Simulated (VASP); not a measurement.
Write the native input for VASP 6.6.1 that does the following.

```
Task                   : single point
Functional             : PBE
Potentials or basis    : VASP PAW PBE potentials, release 64 (Pd)
Cutoff                 : 520 eV
k mesh                 : 13 × 13 × 13
Occupations            : fermi-dirac, width 0.05 eV
Spin                   : no spin polarisation
Dipole correction      : no
Further INCAR settings : ALGO = Normal; EDIFF = 1e-06; NBANDS = 17
```

The structure of Pd lies in POSCAR:

```
Pd
1.0
    0.0000000000      2.5322447549      2.5322447549
    2.5322447549      0.0000000000      2.5322447549
    2.5322447549      2.5322447549      0.0000000000
Pd
2
Direct
   -0.1250000000     -0.1250000000     -0.1250000000
    0.1250000000      0.1250000000      0.1250000000
```

This isn't the form of Pd at room conditions, which is fcc.

The input as run:

INCAR

```
PREC = Accurate
ENCUT = 520
EDIFF = 1E-6
ISMEAR = -1
SIGMA = 0.05
LREAL = F
LASPH = T
NELM = 100
ALGO = Normal
ISIF = 2
LWAVE = F
LCHARG = T
GGA = PE
LELF = T
LVHAR = T
NBANDS = 17
```

KPOINTS

```
Automatic mesh
0
Gamma
  13 13 13
```

Potentials or basis: VASP PAW PBE potentials, release 64 (Pd).

Command:

```console
$ cat potpaw_PBE.64/Pd/POTCAR > POTCAR
$ mpirun -np 1 vasp_std > vasp.out
```

It gave:

```json
{
 "Pressure": "77.2 GPa",
 "Band gap on the k mesh": "zero (bands 10 and 11 overlap by 0.71 eV)"
}
```

Caveat: the cell stands under pressure.

Wall time 50 s on 1 thread of Intel Xeon 8259CL, with other jobs on the host, peak memory 0.18 GiB.
